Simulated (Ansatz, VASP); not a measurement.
As5S: VASP beside Ansatz

```
As S
1.0
     5.11024    0.00000    0.00000
    -2.55512    4.42560    0.00000
     0.00000    0.00000    5.39964
As S
5 1
Cartesian
  -1.1556 2.0015 0.0000
  1.3995 2.4241 0.0000
  2.3111 0.0000 0.0000
  2.5551 1.4752 2.6998
  0.0000 2.9504 2.6998
  0.0000 0.0000 2.6998
```

Change from the starting cell: species swapped into the Mg5Sn type (P-62m, No. 189).

Alike in both runs: functional PBE; k mesh 3 × 3 × 4; occupations gaussian, width 0.1 eV; no spin polarisation.

Ansatz relaxed the structure, and its values are those at the end. VASP's run is a single point on that final structure, the one shown.

```csv
,VASP,Ansatz
version,VASP 6.6.1,Ansatz 0.2.0
potentials or method,"VASP PAW PBE potentials, release 64 (As, S), cutoff 520 eV","scalar-relativistic, plane waves, PAW"
valence electrons in the cell,31,81
```

Ansatz gave:

```
gap on the k mesh at the Fermi level (eV) : none
pressure (GPa)                            : -0.2
rms of the force components (eV/Å)        : 0.007
```

Task: What did VASP give for the same quantities?

Result: gap on the k mesh at the Fermi level (eV): none; pressure (GPa): -0.1; rms of the force components (eV/Å): 0.004.

A gap of «none» marks a metal or a gap that the smearing closes. VASP's potentials hold 31 valence electrons a cell and Ansatz's 81, so a difference there can come from the potentials and not from the codes.

The k mesh is coarse, so the values compare programs but aren't converged.
